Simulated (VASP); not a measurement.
Input of a VASP 6.6.1 run:

File INCAR:

```
SYSTEM = Bi
PREC     = Accurate       ! precision mode
ENCUT    = 520            ! plane-wave cutoff, eV
EDIFF    = 1E-6           ! SCF threshold, eV
ISMEAR   = -1             ! smearing method
SIGMA    = 0.05           ! smearing width, eV
LREAL    = .FALSE.        ! projectors in reciprocal space
LASPH    = .TRUE.         ! aspherical terms in the spheres
NELM     = 80             ! most SCF steps
ALGO     = Normal         ! electronic algorithm
ISIF     = 2              ! what is computed and relaxed
LWAVE    = .FALSE.        ! write WAVECAR
LCHARG   = .FALSE.        ! write CHGCAR
GGA      = PE             ! functional
NBANDS   = 14             ! bands
```

Contents of KPOINTS:

```
Automatic mesh
0
G
  14 14 14
  0 0 0
```

POSCAR

```
Bi
1.0
    0.0000000000      2.2341216446      2.2341216446
    2.2341216446      0.0000000000      2.2341216446
    2.2341216446      2.2341216446      0.0000000000
Bi
1
Direct
    0.0000000000      0.0000000000      0.0000000000
```

Potentials or basis: VASP PAW PBE potentials, release 64 (Bi_d).

Run with:

```sh
$ cat potpaw_PBE.64/Bi_d/POTCAR > POTCAR
$ mpirun -np 1 vasp_std > vasp.out
```

Question: Predict the pressure.

Answer: 41.0 GPa.
